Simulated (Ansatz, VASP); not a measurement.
## One calculation of Zn, two programs

```
CELL_PARAMETERS angstrom
2.67000 0.00000 0.00000
-1.33500 2.31229 0.00000
0.00000 0.00000 4.96600
ATOMIC_POSITIONS crystal
Zn 0.33333 0.66667 0.25000
Zn 0.66667 0.33333 0.75000
```

Alike in both runs: task relaxation of cell and atoms; functional PBE; k mesh 18 × 18 × 8; occupations gaussian, width 0.1 eV; no spin polarisation.

```csv
,VASP,Ansatz
version,VASP 6.6.1,Ansatz 0.2.0
potentials or method,"VASP PAW PBE potentials, release 64 (Zn), cutoff 600 eV","scalar-relativistic, plane waves, PAW"
valence electrons in the cell,24,24
```

|  | VASP | Ansatz | Ansatz less VASP |
| --- | --- | --- | --- |
| gap on the k mesh at the Fermi level, each at its own relaxed structure (eV) | none | none | - |
| relaxed volume (Å³/atom) | 15.38 | 15.34 | -0.040 |
| relaxed cell length with the largest relative difference (Å) | 2.637 | 2.633 | -0.0036 |

A gap of «none» marks a metal or a gap that the smearing closes.
